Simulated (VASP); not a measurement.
# SiC (P3m1) in VASP: a series of runs, part 3 of 3

VASP 6.6.1. The steps go on from the part before.

### 5 Single point, PBE (atoms displaced along a vibrational mode, the cell strained)

INCAR

```
SYSTEM = SiC
PREC = Accurate
ENCUT = 520
EDIFF = 1E-6
ISMEAR = 0
SIGMA = 0.05
LREAL = .False.
LASPH = .True.
NELM = 80
ALGO = Normal
ISIF = 2
LWAVE = .False.
LCHARG = .True.
GGA = PE
LELF = .True.
LVHAR = .True.
NBANDS = 36
```

KPOINTS

```
Automatic mesh
0
Gamma
  12 12 2
  0 0 0
```

POSCAR

```
SiC
1.0
    3.1466230537      0.0000000000      0.0000000000
   -1.5733115268      2.7250555006      0.0000000000
    0.0000000000      0.0000000000     15.4399284710
Si C
6 6
Direct
    0.0000000000      0.0000000000      0.1250418274
    0.0000000000      0.0000000000      0.6250380904
    0.3333333333      0.6666666667      0.2918884748
    0.6666666667      0.3333333333      0.7917461130
    0.3333333333      0.6666666667      0.9583719294
    0.6666666667      0.3333333333      0.4582472204
    0.0000000000      0.0000000000      0.9967647584
    0.0000000000      0.0000000000      0.5026121274
    0.3333333333      0.6666666667      0.1695576612
    0.6666666667      0.3333333333      0.6641014118
    0.3333333333      0.6666666667      0.8361327995
    0.6666666667      0.3333333333      0.3304975861
```

Potentials or basis: VASP PAW PBE potentials, release 64 (Si, C).

Started as:

```console
$ cat potpaw_PBE.64/Si/POTCAR potpaw_PBE.64/C/POTCAR > POTCAR
$ mpirun -np 1 vasp_std > vasp.out
```

OUTCAR:

```text
SYSTEM = SiC
   PREC = Accurate
   ENCUT = 520
   EDIFF = 1E-6
   ISMEAR = 0
   LREAL = .False.
   LASPH = .True.
   NELM = 80
   ISIF = 2
   GGA = PE

 ion  position               nearest neighbor table
   1  0.000  0.000  0.125-   9 1.94   9 1.94   9 1.94   7 1.98
   2  0.000  0.000  0.625-   8 1.89  10 1.91  10 1.91  10 1.91
   3  0.333  0.667  0.292-   9 1.89  12 1.91  12 1.91  12 1.91   6 3.15   6 3.15   6 3.15
   4  0.667  0.333  0.792-  11 1.94  11 1.94  11 1.94  10 1.97
   5  0.333  0.667  0.958-  11 1.89   7 1.91   7 1.91   7 1.91
   6  0.667  0.333  0.458-   8 1.94   8 1.94   8 1.94  12 1.97   3 3.15   3 3.15   3 3.15
   7  0.000  0.000  0.997-   5 1.91   5 1.91   5 1.91   1 1.98
   8  0.000  0.000  0.503-   2 1.89   6 1.94   6 1.94   6 1.94
   9  0.333  0.667  0.170-   3 1.89   1 1.94   1 1.94   1 1.94
  10  0.667  0.333  0.664-   2 1.91   2 1.91   2 1.91   4 1.97
  11  0.333  0.667  0.836-   5 1.89   4 1.94   4 1.94   4 1.94
  12  0.667  0.333  0.330-   3 1.91   3 1.91   3 1.91   6 1.97

  LATTYP: Found a hexagonal cell.
 ALAT       =     3.1466230537
 C/A-ratio  =     4.9068249382

  Lattice vectors:

 A1 = (   3.1466230537,   0.0000000000,   0.0000000000)
 A2 = (  -1.5733115268,   2.7250555006,   0.0000000000)
 A3 = (   0.0000000000,   0.0000000000,  15.4399284710)

Analysis of symmetry for initial positions (statically):
=====================================================================
 Subroutine PRICEL returns:
 Original cell was already a primitive cell.

 Routine SETGRP: Setting up the symmetry group for a
 hexagonal supercell.

 Subroutine GETGRP returns: Found  6 space group operations
 (whereof  6 operations were pure point group operations)
 out of a pool of 24 trial point group operations.

The static configuration has the point symmetry C_3v.

Analysis of symmetry for dynamics (positions and initial velocities):
[... 159 lines left out ...]
   IVDW    =     0    specifies the selected vdW correction
   LEPSILON=     F    determine dielectric tensor
   LRPA    =     F    only Hartree local field effects (RPA)
 non-spin polarized calculation
 Gauss-broadening in eV      SIGMA  =   0.05
  energy-cutoff  :      520.00
  volume of cell :      132.39
 maximum number of plane-waves:      3588
 NGX is ok and might be reduce to    24
   NGX = 11   NGY = 11   NGZ = 57

 number of electron      48.0000002 magnetization

 Free energy of the ion-electron system (eV)
  ---------------------------------------------------
  ext. energy  EPLUGINS =         0.00000000
  ---------------------------------------------------
  free energy    TOTEN  =       -90.02533341 eV

  energy without entropy =      -90.02533341  energy(sigma->0) =      -90.02533341

 E-fermi :   7.6774     XC(G=0): -11.0763

 val. band max:        7.4623548284   @ k =   0.0000   0.0000   0.0000
 cond. band min:       9.4726497012   @ k =   0.5000   0.0000   0.0000
 fundamental gap:      2.0102948728
 Fermi energy:         7.6774034918

 k-point     1 :       0.0000    0.0000    0.0000
  band No.  band energies     occupation
      1      -7.5183      2.00000
      2      -7.0272      2.00000
      3      -6.9949      2.00000
      4      -5.5634      2.00000
      5      -5.5358      2.00000
      6      -4.1723      2.00000
[... 925 lines left out ...]
     35      14.9986      0.00000
     36      15.0507      0.00000

 [... further k-points ...]

------------------------ aborting loop because EDIFF is reached ----------------------------------------

  FORCE on cell =-STRESS in cart. coord.  units (eV):
  Direction    XX          YY          ZZ          XY          YZ          ZX
  --------------------------------------------------------------------------------------
  -------------------------------------------------------------------------------------
  Total       -7.8336159     -7.8336159     -7.4081271     -0.0000000      0.0000000      0.0000000
  in kB      -94.7998173    -94.7998173    -89.6506933     -0.0000000      0.0000000      0.0000000
  external PRESSURE =     -93.0834427 kB  Pullay stress =       0.0000000 kB

 VOLUME and BASIS-vectors are now :
 -----------------------------------------------------------------------------
  energy-cutoff  :      520.00
  volume of cell :      132.39
      direct lattice vectors                 reciprocal lattice vectors
     3.146623054  0.000000000  0.000000000     0.317801015  0.183482502  0.000000000
    -1.573311527  2.725055501  0.000000000     0.000000000  0.366965003  0.000000000
     0.000000000  0.000000000 15.439928471     0.000000000  0.000000000  0.064767139

 POSITION                                       TOTAL-FORCE (eV/Angst)
 -----------------------------------------------------------------------------------
      0.00000      0.00000      1.93064         0.000000     -0.000000      0.136282
      0.00000      0.00000      9.65054        -0.000000     -0.000000      0.020757
     -0.00000      1.81670      4.50674        -0.000000      0.000000     -0.074789
      1.57331      0.90835     12.22450        -0.000000     -0.000000      0.180970
     -0.00000      1.81670     14.79719         0.000000     -0.000000     -0.065814
      1.57331      0.90835      7.07530        -0.000000     -0.000000      0.175463
      0.00000      0.00000     15.38998         0.000000      0.000000      1.103817
      0.00000      0.00000      7.76030         0.000000      0.000000     -1.252039
     -0.00000      1.81670      2.61796         0.000000     -0.000000     -1.150589
      1.57331      0.90835     10.25368         0.000000     -0.000000      1.045425
     -0.00000      1.81670     12.90983         0.000000     -0.000000     -1.194638
      1.57331      0.90835      5.10286        -0.000000      0.000000      1.075156
 -----------------------------------------------------------------------------------
    total drift:                               -0.000000     -0.000000      0.000310

  FREE ENERGIE OF THE ION-ELECTRON SYSTEM (eV)
  ---------------------------------------------------
  free  energy   TOTEN  =       -90.0253334109 eV

  energy  without entropy=      -90.0253334109  energy(sigma->0) =      -90.02533341
```

OSZICAR:

```text
N       E                     dE             d eps       ncg     rms          rms(c)
DAV:   1     0.117963177253E+03    0.11796E+03   -0.21466E+04  2736   0.120E+03
DAV:   2    -0.880302141240E+02   -0.20599E+03   -0.19337E+03  3588   0.201E+02
DAV:   3    -0.999739835318E+02   -0.11944E+02   -0.11855E+02  3572   0.461E+01
DAV:   4    -0.100171421949E+03   -0.19744E+00   -0.19695E+00  3528   0.679E+00
DAV:   5    -0.100175974686E+03   -0.45527E-02   -0.45482E-02  3488   0.984E-01    0.201E+01
DAV:   6    -0.902018819165E+02    0.99741E+01   -0.30851E+01  3364   0.202E+01    0.883E+00
DAV:   7    -0.900709454163E+02    0.13094E+00   -0.27506E+00  3628   0.633E+00    0.397E+00
DAV:   8    -0.900278756057E+02    0.43070E-01   -0.15049E-01  3308   0.162E+00    0.130E+00
DAV:   9    -0.900243741202E+02    0.35015E-02   -0.23461E-02  3412   0.739E-01    0.191E-01
DAV:  10    -0.900251077225E+02   -0.73360E-03   -0.24255E-03  3480   0.205E-01    0.106E-01
DAV:  11    -0.900253331329E+02   -0.22541E-03   -0.47558E-04  3140   0.112E-01    0.218E-02
DAV:  12    -0.900253311865E+02    0.19463E-05   -0.19808E-05  3500   0.241E-02    0.105E-02
DAV:  13    -0.900253327716E+02   -0.15851E-05   -0.74114E-06  3512   0.124E-02    0.430E-03
DAV:  14    -0.900253334109E+02   -0.63923E-06   -0.77259E-07  1956   0.497E-03
   1 F= -.90025333E+02 E0= -.90025333E+02  d E =-.181268E-11
```

Wall time 3.8 min (1 thread of Oxide Virtual Turin-like, shared host); peak memory 0.27 GiB.

Results:

| Property | Result |
| --- | --- |
| Free energy | -90.0253 eV |
| Pressure | -9.3 GPa |
| Largest force | 1.252 eV/Å |
| Band gap on the k mesh | 2.01 eV (least direct gap 3.10 eV) |

Forces in eV/Å, atoms in the order of the input:
```
Si   0.000  0.000  0.136
Si   0.000  0.000  0.021
Si   0.000  0.000 -0.075
Si   0.000  0.000  0.181
Si   0.000  0.000 -0.066
Si   0.000  0.000  0.175
C    0.000  0.000  1.104
C    0.000  0.000 -1.252
C    0.000  0.000 -1.151
C    0.000  0.000  1.045
C    0.000  0.000 -1.195
C    0.000  0.000  1.075
```

Stress tensor (GPa, compression positive):
```
-9.48  0.00  0.00
 0.00 -9.48  0.00
 0.00  0.00 -8.97
```

Caveat: the cell differs from its parent crystal (atoms displaced along a vibrational mode, the cell strained); the cell stands under tension; forces of over 1 eV/Å act on the atoms, so gaps and moduli don't describe the material at rest. A k mesh can miss the band edges.

### 6 Single point, PBE (atoms displaced along a vibrational mode, the cell strained)

Changes to INCAR since step 5:

```diff
@@ -12,6 +12,4 @@
 LWAVE = .False.
-LCHARG = .True.
+LCHARG = .False.
 GGA = PE
-LELF = .True.
-LVHAR = .True.
 NBANDS = 36
```

KPOINTS

```
regular mesh
0
Gamma
  12 12 2
  0 0 0
```

POSCAR

```
SiC
1.0
    3.1466230537      0.0000000000      0.0000000000
   -1.5733115268      2.7250555006      0.0000000000
    0.0000000000      0.0000000000     15.4399284710
Si C
6 6
Direct
    0.0000000000      0.0000000000      0.1250430731
    0.0000000000      0.0000000000      0.6250368447
    0.3333333333      0.6666666667      0.2919359287
    0.6666666667      0.3333333333      0.7916986591
    0.3333333333      0.6666666667      0.9584134991
    0.6666666667      0.3333333333      0.4582056507
    0.0000000000      0.0000000000      0.9948156354
    0.0000000000      0.0000000000      0.5045612504
    0.3333333333      0.6666666667      0.1713764111
    0.6666666667      0.3333333333      0.6622826619
    0.3333333333      0.6666666667      0.8380112040
    0.6666666667      0.3333333333      0.3286191816
```

Potentials or basis: VASP PAW PBE potentials, release 64 (Si, C).

Started as:

```console
$ cat potpaw_PBE.64/Si/POTCAR potpaw_PBE.64/C/POTCAR > POTCAR
$ mpirun -np 1 vasp_std > vasp.out
```

OUTCAR:

```text
SYSTEM = SiC
   PREC = Accurate
   ENCUT = 520
   EDIFF = 1E-6
   ISMEAR = 0
   LREAL = .False.
   LASPH = .True.
   NELM = 80
   ISIF = 2
   GGA = PE

 ion  position               nearest neighbor table
   1  0.000  0.000  0.125-   9 1.95   9 1.95   9 1.95   7 2.01
   2  0.000  0.000  0.625-   8 1.86  10 1.91  10 1.91  10 1.91
   3  0.333  0.667  0.292-   9 1.86  12 1.90  12 1.90  12 1.90   6 3.14   6 3.14   6 3.14
   4  0.667  0.333  0.792-  11 1.95  11 1.95  11 1.95  10 2.00
   5  0.333  0.667  0.958-  11 1.86   7 1.90   7 1.90   7 1.90
   6  0.667  0.333  0.458-   8 1.95   8 1.95   8 1.95  12 2.00   3 3.14   3 3.14   3 3.14
   7  0.000  0.000  0.995-   5 1.90   5 1.90   5 1.90   1 2.01
   8  0.000  0.000  0.505-   2 1.86   6 1.95   6 1.95   6 1.95
   9  0.333  0.667  0.171-   3 1.86   1 1.95   1 1.95   1 1.95
  10  0.667  0.333  0.662-   2 1.91   2 1.91   2 1.91   4 2.00
  11  0.333  0.667  0.838-   5 1.86   4 1.95   4 1.95   4 1.95
  12  0.667  0.333  0.329-   3 1.90   3 1.90   3 1.90   6 2.00

  LATTYP: Found a hexagonal cell.
 ALAT       =     3.1466230537
 C/A-ratio  =     4.9068249382

[... 1141 lines left out ...]
     35      14.9619      0.00000
     36      15.0516      0.00000

 [... further k-points ...]

------------------------ aborting loop because EDIFF is reached ----------------------------------------

  FORCE on cell =-STRESS in cart. coord.  units (eV):
  Direction    XX          YY          ZZ          XY          YZ          ZX
  --------------------------------------------------------------------------------------
  -------------------------------------------------------------------------------------
  Total       -7.6001364     -7.6001364     -6.5425770     -0.0000000      0.0000000      0.0000000
  in kB      -91.9743259    -91.9743259    -79.1760932     -0.0000000      0.0000000      0.0000000
  external PRESSURE =     -87.7082483 kB  Pullay stress =       0.0000000 kB

 VOLUME and BASIS-vectors are now :
 -----------------------------------------------------------------------------
  energy-cutoff  :      520.00
  volume of cell :      132.39
      direct lattice vectors                 reciprocal lattice vectors
     3.146623054  0.000000000  0.000000000     0.317801015  0.183482502  0.000000000
    -1.573311527  2.725055501  0.000000000     0.000000000  0.366965003  0.000000000
     0.000000000  0.000000000 15.439928471     0.000000000  0.000000000  0.064767139

 POSITION                                       TOTAL-FORCE (eV/Angst)
 -----------------------------------------------------------------------------------
      0.00000      0.00000      1.93066         0.000000     -0.000000      0.275791
      0.00000      0.00000      9.65052         0.000000     -0.000000      0.112051
     -0.00000      1.81670      4.50747        -0.000000     -0.000000     -0.049417
      1.57331      0.90835     12.22377        -0.000000     -0.000000      0.351879
     -0.00000      1.81670     14.79784         0.000000     -0.000000     -0.027307
      1.57331      0.90835      7.07466        -0.000000      0.000000      0.347154
      0.00000      0.00000     15.35988        -0.000000     -0.000000      1.777693
      0.00000      0.00000      7.79039         0.000000      0.000000     -2.161624
     -0.00000      1.81670      2.64604        -0.000000     -0.000000     -1.981561
      1.57331      0.90835     10.22560        -0.000000     -0.000000      1.688355
     -0.00000      1.81670     12.93883         0.000000     -0.000000     -2.063008
      1.57331      0.90835      5.07386        -0.000000      0.000000      1.729995
 -----------------------------------------------------------------------------------
    total drift:                               -0.000000     -0.000000      0.000311

  FREE ENERGIE OF THE ION-ELECTRON SYSTEM (eV)
  ---------------------------------------------------
  free  energy   TOTEN  =       -89.7599971439 eV

  energy  without entropy=      -89.7599971439  energy(sigma->0) =      -89.75999714
```

OSZICAR:

```text
N       E                     dE             d eps       ncg     rms          rms(c)
DAV:   1     0.118107150556E+03    0.11811E+03   -0.21420E+04  2736   0.119E+03
DAV:   2    -0.878177437135E+02   -0.20592E+03   -0.19334E+03  3576   0.202E+02
DAV:   3    -0.997998380740E+02   -0.11982E+02   -0.11891E+02  3572   0.463E+01
DAV:   4    -0.999985185882E+02   -0.19868E+00   -0.19819E+00  3536   0.682E+00
DAV:   5    -0.100002978475E+03   -0.44599E-02   -0.44560E-02  3448   0.981E-01    0.202E+01
DAV:   6    -0.899246011338E+02    0.10078E+02   -0.30906E+01  3344   0.204E+01    0.886E+00
DAV:   7    -0.898064802566E+02    0.11812E+00   -0.28052E+00  3632   0.646E+00    0.403E+00
DAV:   8    -0.897619255782E+02    0.44555E-01   -0.13321E-01  3320   0.157E+00    0.136E+00
DAV:   9    -0.897590293693E+02    0.28962E-02   -0.20504E-02  3408   0.731E-01    0.193E-01
DAV:  10    -0.897597230582E+02   -0.69369E-03   -0.23069E-03  3452   0.203E-01    0.114E-01
DAV:  11    -0.897600020504E+02   -0.27899E-03   -0.52231E-04  3184   0.118E-01    0.251E-02
DAV:  12    -0.897599947885E+02    0.72619E-05   -0.30875E-05  3568   0.318E-02    0.129E-02
DAV:  13    -0.897599964080E+02   -0.16195E-05   -0.15241E-05  3824   0.175E-02    0.591E-03
DAV:  14    -0.897599971439E+02   -0.73587E-06   -0.19514E-06  2320   0.748E-03
   1 F= -.89759997E+02 E0= -.89759997E+02  d E =-.517086E-13
```

Wall time 4.3 min (1 thread of Oxide Virtual Turin-like, shared host); peak memory 0.27 GiB.

Results:

* Free energy: -89.7600 eV
* Pressure: -8.8 GPa
* Largest force: 2.162 eV/Å
* Band gap on the k mesh: 1.96 eV (least direct gap 3.05 eV)

Forces on the atoms (eV/Å):
```
Si   0.000  0.000  0.276
Si   0.000  0.000  0.112
Si   0.000  0.000 -0.049
Si   0.000  0.000  0.352
Si   0.000  0.000 -0.027
Si   0.000  0.000  0.347
C    0.000  0.000  1.778
C    0.000  0.000 -2.162
C    0.000  0.000 -1.982
C    0.000  0.000  1.688
C    0.000  0.000 -2.063
C    0.000  0.000  1.730
```

Caveat: the cell differs from its parent crystal (atoms displaced along a vibrational mode, the cell strained); the cell stands under tension; forces of over 1 eV/Å act on the atoms, so gaps and moduli don't describe the material at rest.

### 7 The runs side by side

| cell | gap on the mesh (eV) | pressure (GPa) | largest force (eV/Å) |
| --- | --- | --- | --- |
| a = 3.121, b = 3.121, c = 15.312 Å, angles 90.0, 90.0, 120.0°, 12 atoms, atomic positions A | 2.02 | -4.9 | 0.86 |
| a = 3.121, b = 3.121, c = 15.312 Å, angles 90.0, 90.0, 120.0°, 12 atoms, atomic positions B | 1.98 | -4.5 | 1.78 |
| a = 3.147, b = 3.147, c = 15.440 Å, angles 90.0, 90.0, 120.0°, 12 atoms, atomic positions C | 2.04 | -9.6 | 0.41 |
| a = 3.147, b = 3.147, c = 15.440 Å, angles 90.0, 90.0, 120.0°, 12 atoms, atomic positions D | 2.01 | -9.3 | 1.25 |
| a = 3.147, b = 3.147, c = 15.440 Å, angles 90.0, 90.0, 120.0°, 12 atoms, atomic positions E | 1.96 | -8.8 | 2.16 |

Alike in all rows: task single point; level PBE; potentials or basis VASP PAW PBE potentials, release 64 (Si, C); no spin polarisation; k mesh 12 × 12 × 2; cutoff (eV) 520; smearing gaussian 0.05 eV.

Caveats: the cell stands under tension; forces of over 1 eV/Å act on the atoms, so gaps and moduli don't describe the material at rest (at least some runs).

Absolute energies hang on the potentials; compare differences alone.
